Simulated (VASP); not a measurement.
# BN (P6_3mc) in VASP: single point with HSE06

Aim: the single point of BN with HSE06.

All numbers are computed with VASP 6.6.1; they aren't measurements. Logs are shortened: lines on timing, memory, paths and dates and some standing lists are left out, and cuts for length are marked.

## 1. The cell of the first run

The structure is hexagonal, space group P6_3mc (No. 186). The conventional cell has a = 2.502 Å, b = 2.502 Å, c = 4.210 Å, α = 90.00°, β = 90.00°, γ = 120.00°. Within 2.1 Å of B (site symmetry 3m) lie 4 N at 1.54 to 1.57 Å. Within 2.1 Å of N (site symmetry 3m) lie 4 B at 1.54 to 1.57 Å.

## 2. Single point, HSE06

Input file POSCAR:

```
BN
1.0
    2.5024521521      0.0000000000      0.0000000000
   -1.2512260760      2.1671871355      0.0000000000
    0.0000000000      0.0000000000      4.2100964423
B N
2 2
Direct
    0.3333333333      0.6666666667      0.0000745354
    0.6666666667      0.3333333333      0.5000745354
    0.3333333333      0.6666666667      0.3739254646
    0.6666666667      0.3333333333      0.8739254646
```

Input file INCAR.step1:

```
  ALGO = Normal
  EDIFF = 1E-5
  ENCUT = 520
  GGA = PE
  ISIF = 2
  ISMEAR = 0
  LASPH = True
  LREAL = False
  LWAVE = True
  NBANDS = 16
  NELM = 100
  PREC = Accurate
  SIGMA = 0.01
```

Input file INCAR.step2:

```
  ALGO = Normal
  EDIFF = 1E-7
  ENCUT = 520
  GGA = PE
  HFSCREEN = 0.2079
  ISIF = 2
  ISMEAR = 0
  ISTART = 1
  LASPH = True
  LCHARG = True
  LELF = True
  LHFCALC = True
  LREAL = False
  LVHAR = True
  LWAVE = False
  NBANDS = 16
  NELM = 100
  PREC = Accurate
  PRECFOCK = Normal
  SIGMA = 0.01
```

Input file KPOINTS:

```
k-points
0
Gamma
  9 9 4
```

Potentials or basis: VASP PAW PBE potentials, release 64 (B, N).

On the command line:

```console
$ cat potpaw_PBE.64/B/POTCAR potpaw_PBE.64/N/POTCAR > POTCAR
$ cp INCAR.step1 INCAR
$ mpirun -np 1 vasp_std > vasp.out
$ cp INCAR.step2 INCAR
$ mpirun -np 1 vasp_std > vasp.out
```

OUTCAR:

```text
EDIFF = 1E-7
   ENCUT = 520
   GGA = PE
   HFSCREEN = 0.2079
   ISIF = 2
   ISMEAR = 0
   ISTART = 1
   LASPH = True
   LHFCALC = True
   LREAL = False
   NELM = 100
   PREC = Accurate
   PRECFOCK = Normal

 ion  position               nearest neighbor table
   1  0.333  0.667  0.000-   4 1.54   4 1.54   4 1.54   3 1.57
   2  0.667  0.333  0.500-   3 1.54   3 1.54   3 1.54   4 1.57
   3  0.333  0.667  0.374-   2 1.54   2 1.54   2 1.54   1 1.57
   4  0.667  0.333  0.874-   1 1.54   1 1.54   1 1.54   2 1.57

  LATTYP: Found a hexagonal cell.
 ALAT       =     2.5024521521
 C/A-ratio  =     1.6823883880

  Lattice vectors:

 A1 = (   2.5024521521,   0.0000000000,   0.0000000000)
 A2 = (  -1.2512260760,   2.1671871355,   0.0000000000)
 A3 = (   0.0000000000,   0.0000000000,   4.2100964423)

Analysis of symmetry for initial positions (statically):
=====================================================================
 Subroutine PRICEL returns:
 Original cell was already a primitive cell.

 Routine SETGRP: Setting up the symmetry group for a
 hexagonal supercell.

 Subroutine GETGRP returns: Found 12 space group operations
 (whereof  6 operations were pure point group operations)
 out of a pool of 24 trial point group operations.

The static configuration has the point symmetry C_3v.
 The point group associated with its full space group is C_6v.

Analysis of symmetry for dynamics (positions and initial velocities):
=====================================================================
 Subroutine PRICEL returns:
 Original cell was already a primitive cell.

 Routine SETGRP: Setting up the symmetry group for a
 hexagonal supercell.

 Subroutine GETGRP returns: Found 12 space group operations
 (whereof  6 operations were pure point group operations)
 out of a pool of 24 trial point group operations.

The dynamic configuration has the point symmetry C_3v.
 The point group associated with its full space group is C_6v.

 Subroutine INISYM returns: Found 12 space group operations
 (whereof  6 operations are pure point group operations),
 and found     1 'primitive' translations

----------------------------------------------------------------------------------------

                                     Primitive cell

  volume of cell :      22.8325

  direct lattice vectors                    reciprocal lattice vectors
     2.502452152  0.000000000  0.000000000     0.399608040  0.230713810  0.000000000
    -1.251226076  2.167187135  0.000000000     0.000000000  0.461427619  0.000000000
     0.000000000  0.000000000  4.210096442     0.000000000  0.000000000  0.237524250

  length of vectors
     2.502452152  2.502452152  4.210096442     0.461427619  0.461427619  0.237524250

  position of ions in fractional coordinates (direct lattice)
     0.333333333  0.666666667  0.000074535
     0.666666667  0.333333333  0.500074535
     0.333333333  0.666666667  0.373925465
     0.666666667  0.333333333  0.873925465

  ion indices of the primitive-cell ions
   primitive index   ion index
                 1           1
                 2           2
                 3           3
                 4           4

----------------------------------------------------------------------------------------

 KPOINTS: k-points

Automatic generation of k-mesh.
 Grid dimensions read from file:
 generate k-points for:    9    9    4

 Generating k-lattice:

  Cartesian coordinates                     Fractional coordinates (reciprocal lattice)
     0.044400893  0.025634868  0.000000000     0.111111111  0.000000000  0.000000000
     0.000000000  0.051269735  0.000000000     0.000000000  0.111111111  0.000000000
     0.000000000  0.000000000  0.059381063     0.000000000  0.000000000  0.250000000

  Length of vectors
     0.051269735  0.051269735  0.059381063

  Shift w.r.t. Gamma in fractional coordinates (k-lattice)
     0.000000000  0.000000000  0.000000000

 Subroutine IBZKPT returns following result:
 ===========================================

 Found     36 irreducible k-points:

 Following reciprocal coordinates:
            Coordinates               Weight
  0.000000  0.000000  0.000000      1.000000
  0.111111  0.000000  0.000000      6.000000
  0.222222  0.000000  0.000000      6.000000
  0.333333  0.000000  0.000000      6.000000
  0.444444  0.000000  0.000000      6.000000
  0.111111  0.111111  0.000000      6.000000
[... 16 lines left out ...]
  0.333333  0.222222  0.250000     24.000000
  0.333333  0.333333  0.250000      4.000000
 [... further k-points ...]
   k-points           NKPTS =     36   k-points in BZ     NKDIM =    324   number of bands    NBANDS=     16
   number of dos      NEDOS =    301   number of ions     NIONS =      4
   total plane-waves  NPLWV =  12800
   dimension x,y,z NGX =    20 NGY =   20 NGZ =   32
   dimension x,y,z NGXF=    40 NGYF=   40 NGZF=   64
   ions per type =               2   2
   NGX,Y,Z   is equivalent  to a cutoff of  13.29, 13.29, 12.64 a.u.
   NGXF,Y,Z  is equivalent  to a cutoff of  26.57, 26.57, 25.27 a.u.
 SYSTEM =  unknown system
   PREC   = accura    normal or accurate (medium, high low for compatibility)
   ISTART =      1    job   : 0-new  1-cont  2-samecut
   ICHARG =      0    charge: 1-file 2-atom 10-const
   ISPIN  =      1    spin polarized calculation?
   LNONCOLLINEAR =      F non collinear calculations
   LSORBIT =      F    spin-orbit coupling
   LASPH  =      T    aspherical Exc in radial PAW
   ENCUT  =  520.0 eV  38.22 Ry    6.18 a.u.   4.65  4.65  7.83*2*pi/ulx,y,z
   NELM   =    100;   NELMIN=  2; NELMDL=  0     # of ELM steps
   EDIFF  = 0.1E-06   stopping-criterion for ELM
   LREAL  =      F    real-space projection
   EDIFFG = 0.1E-05   stopping-criterion for IOM
   NSW    =      0    number of steps for IOM
   IBRION =     -1    ionic relax: 0-MD 1-quasi-New 2-CG
   NFREE  =      0    steps in history (QN), initial steepest desc. (CG)
   ISIF   =      2    stress and relaxation
   ISYM   =      3    0-nonsym 1-usesym 2-fastsym
   POTIM  = 0.5000    time-step for ionic-motion
   TEBEG  =    0.0;   TEEND  =   0.0 temperature during run
   PSTRESS=    0.0 pullay stress
   NELECT =      16.0000    total number of electrons
   NUPDOWN=      -1.0000    fix difference up-down
   EMIN   =  10.00;   EMAX   =-10.00  energy-range for DOS
   EFERMI =   0.00;   METHOD = LEGACY
   ISMEAR =     0;   SIGMA  =   0.01  broadening in eV -4-tet -1-fermi 0-gaus
   EFERMI_NEDOS =   21; number of points for ismear=-14 and -15
   IALGO  =     38    algorithm
   IMIX   =      1    mixing-type and parameters
     AMIX     =   0.40;   BMIX     =  1.00
     AMIX_MAG =   1.60;   BMIX_MAG =  1.00
  volume/ion in A,a.u.               =       5.71        38.52
  Fermi-wavevector in a.u.,A,eV,Ry     =   1.454108  2.747866 28.768578  2.114431
  Thomas-Fermi vector in A             =   2.571297
   LORBIT       =      0    0 simple, 1 ext, 2 COOP (PROOUT), +10 PAW based schemes
   GGA     = PE    functional components
   LHFCALC =     T    Hartree Fock is set to
   PRECFOCK=normal    Normal, Fast or Accurate (Low or Medium for compatibility)
   ENCUT4O =  -1.0   cutoff for four orbital integrals eV
   NKREDX  =     1    reduce k-point grid by
   NKREDY  =     1    reduce k-point grid by
   NKREDZ  =     1    reduce k-point grid by
   AEXX    =    0.2500 exact exchange contribution
   HFSCREEN=    0.2079 screening length (either q_TF or 0.3 A-1)
   HFSCREENC=   0.2079 screening length for correlation (either q_TF or 0.3 A-1)
   ENCUTFOCK=  -1.0 apply spherical cutoff to Coloumb kernel
   IVDW    =     0    specifies the selected vdW correction
   LEPSILON=     F    determine dielectric tensor
   LRPA    =     F    only Hartree local field effects (RPA)
 non-spin polarized calculation
 Gauss-broadening in eV      SIGMA  =   0.01
  energy-cutoff  :      520.00
  volume of cell :       22.83
 maximum number of plane-waves:       628
 NGX is ok and might be reduce to    20
  NGX = 14; NGY = 14; NGZ = 24

 number of electron      15.9999997 magnetization

 Free energy of the ion-electron system (eV)
  ---------------------------------------------------
  ext. energy  EPLUGINS =         0.00000000
  ---------------------------------------------------
  free energy    TOTEN  =       -40.55210237 eV

  energy without entropy =      -40.55210237  energy(sigma->0) =      -40.55210237

 E-fermi :   7.2771     XC(G=0): -10.6113

 val. band max:        7.1694152018   @ k =   0.0000   0.0000   0.0000
 cond. band min:      13.5160640167   @ k =   0.3333   0.3333   0.0000
 fundamental gap:      6.3466488149
 Fermi energy:         7.2771400826

 k-point     1 :       0.0000    0.0000    0.0000
  band No.  band energies     occupation
      1     -15.5744      2.00000
      2     -11.1158      2.00000
      3      -5.1202      2.00000
      4       4.9198      2.00000
      5       4.9198      2.00000
      6       6.7776      2.00000
[... 8 lines left out ...]
     15      21.3056      0.00000
     16      25.9286      0.00000

 k-point     2 :       0.1111    0.0000    0.0000
  band No.  band energies     occupation
      1     -15.2736      2.00000
      2     -10.8799      2.00000
      3      -4.8164      2.00000
      4       3.6014      2.00000
      5       4.3802      2.00000
      6       6.0722      2.00000
[... 8 lines left out ...]
     15      22.1716      0.00000
     16      25.3840      0.00000

 k-point     3 :       0.2222    0.0000    0.0000
  band No.  band energies     occupation
      1     -14.3881      2.00000
      2     -10.2310      2.00000
      3      -3.9275      2.00000
      4       0.7642      2.00000
      5       3.2799      2.00000
      6       3.5976      2.00000
[... 8 lines left out ...]
     15      24.2220      0.00000
     16      24.7842      0.00000
[... 362 lines left out ...]
 k-point    23 :       0.3333    0.2222    0.2500
  band No.  band energies     occupation
      1     -10.4504      2.00000
      2      -9.3152      2.00000
      3      -3.1863      2.00000
      4      -2.1179      2.00000
      5      -0.8276      2.00000
      6       1.1202      2.00000
[... 8 lines left out ...]
     15      25.6378      0.00000
     16      26.7173      0.00000

 k-point    24 :       0.3333    0.3333    0.2500
  band No.  band energies     occupation
      1      -9.5234      2.00000
      2      -9.5234      2.00000
      3      -2.7281      2.00000
      4      -2.0482      2.00000
      5      -2.0482      2.00000
      6       0.0367      2.00000
[... 8 lines left out ...]
     15      26.4894      0.00000
     16      26.4894      0.00000

 [... further k-points ...]

------------------------ aborting loop because EDIFF is reached ----------------------------------------

  FORCE on cell =-STRESS in cart. coord.  units (eV):
  Direction    XX          YY          ZZ          XY          YZ          ZX
  --------------------------------------------------------------------------------------
  -------------------------------------------------------------------------------------
  Total        2.2450323      2.2450323     -0.4303489      0.0000000      0.0000000      0.0000000
  in kB      157.5356810    157.5356810    -30.1979193      0.0000000      0.0000000      0.0000000
  external PRESSURE =      94.9578143 kB  Pullay stress =       0.0000000 kB

 VOLUME and BASIS-vectors are now :
 -----------------------------------------------------------------------------
  energy-cutoff  :      520.00
  volume of cell :       22.83
      direct lattice vectors                 reciprocal lattice vectors
     2.502452152  0.000000000  0.000000000     0.399608040  0.230713810  0.000000000
    -1.251226076  2.167187135  0.000000000     0.000000000  0.461427619  0.000000000
     0.000000000  0.000000000  4.210096442     0.000000000  0.000000000  0.237524250

 POSITION                                       TOTAL-FORCE (eV/Angst)
 -----------------------------------------------------------------------------------
     -0.00000      1.44479      0.00031        -0.000000      0.000000     -0.029518
      1.25123      0.72240      2.10536         0.000000     -0.000000     -0.029518
     -0.00000      1.44479      1.57426        -0.000000     -0.000000      0.029518
      1.25123      0.72240      3.67931         0.000000      0.000000      0.029518
 -----------------------------------------------------------------------------------
    total drift:                                0.000000      0.000000     -0.000134

  FREE ENERGIE OF THE ION-ELECTRON SYSTEM (eV)
  ---------------------------------------------------
  free  energy   TOTEN  =       -40.5521023709 eV

  energy  without entropy=      -40.5521023709  energy(sigma->0) =      -40.55210237
```

It took 75 min on 1 thread of Oxide Virtual Turin-like, shared host; peak memory 0.22 GiB.

Results:

| Item | Value |
| --- | --- |
| Free energy | -40.5521 eV |
| Pressure | 9.5 GPa |
| Largest force | 0.030 eV/Å |
| Band gap on the k mesh | 6.35 eV (least direct gap 9.96 eV) |

Forces in eV/Å, atoms in the order of the input:
```
B    0.000  0.000 -0.030
B    0.000  0.000 -0.030
N    0.000  0.000  0.030
N    0.000  0.000  0.030
```

Stress tensor (GPa, compression positive):
```
15.75  0.00  0.00
 0.00 15.75  0.00
 0.00  0.00 -3.02
```

Levels at points of the mesh, in eV from the valence-band top:
```
           k point  band 6  band 7  band 8  band 9  band 10  band 11
(0.00, 0.00, 0.00)   -0.39    0.00    0.00    9.96    10.38    10.38
(0.00, 0.00, 0.50)   -1.24   -1.24   -1.24   11.76    11.76    12.02
```

Caveat: the cell stands under pressure; the PAW data sets were made with another functional, which shifts forces and pressure a little; an odd mesh through Γ misses points on the zone boundary, where band edges can lie.
